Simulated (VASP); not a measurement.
Here is a VASP 6.6.1 calculation.

Contents of INCAR:

```
ALGO = Normal
EDIFF = 1E-7
ENCUT = 520
GGA = PE
ISIF = 2
ISMEAR = -1
LASPH = T
LCHARG = F
LREAL = F
LWAVE = F
NBANDS = 12
NELM = 60
PREC = Accurate
SIGMA = 0.05
```

The input KPOINTS:

```
k-points
0
Gamma
  17 17 17
```

The input POSCAR:

```
Ta
1.0
   -1.6595699198      1.6595699198      1.6595699198
    1.6595699198     -1.6595699198      1.6595699198
    1.6595699198      1.6595699198     -1.6595699198
Ta
1
Direct
    0.0000000000      0.0000000000      0.0000000000
```

Potentials or basis: VASP PAW PBE potentials, release 64 (Ta_pv).

The run is started by

```sh
$ cat potpaw_PBE.64/Ta_pv/POTCAR > POTCAR
$ mpirun -np 1 vasp_std > vasp.out
```

Predict the band gap on the k mesh.

zero (an odd number of electrons rules out a gap without spin polarisation).

Estimate the pressure.

0.1 GPa.

Caveat: spin-orbit coupling is left out, which moves the levels of the heavy elements.
